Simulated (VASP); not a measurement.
A run of VASP 6.6.1 is set up as follows.

Contents of INCAR:

```
PREC = Accurate
ENCUT = 520
EDIFF = 1E-7
ISMEAR = 1
SIGMA = 0.05
LREAL = F
LASPH = T
NELM = 80
ALGO = Normal
ISIF = 2
LWAVE = F
LCHARG = F
GGA = PS
NBANDS = 14
```

The input KPOINTS:

```
regular mesh
0
Gamma
  10 10 10
```

POSCAR

```
ClO
1.0
    3.1852167900      0.0000000000      0.0000000000
    0.0000000000      3.1852167900      0.0000000000
    0.0000000000      0.0000000000      3.1852167900
Cl O
1 1
Direct
    0.0000000000      0.0000000000      0.0000000000
    0.5000000016      0.5000000016      0.5000000016
```

Potentials or basis: VASP PAW PBE potentials, release 64 (Cl, O).

Command:

```console
$ cat potpaw_PBE.64/Cl/POTCAR potpaw_PBE.64/O/POTCAR > POTCAR
$ mpirun -np 1 vasp_std > vasp.out
```

Question: Estimate the band gap on the k mesh.

Answer: Zero (an odd number of electrons rules out a gap without spin polarisation).

Question: What does it give for the pressure?

Answer: -13.9 GPa.

Caveat: the cell stands under tension; the PAW data sets were made with another functional, which shifts forces and pressure a little; an odd number of electrons without spin polarisation forces a metal; a magnetic or distorted state may lie lower.
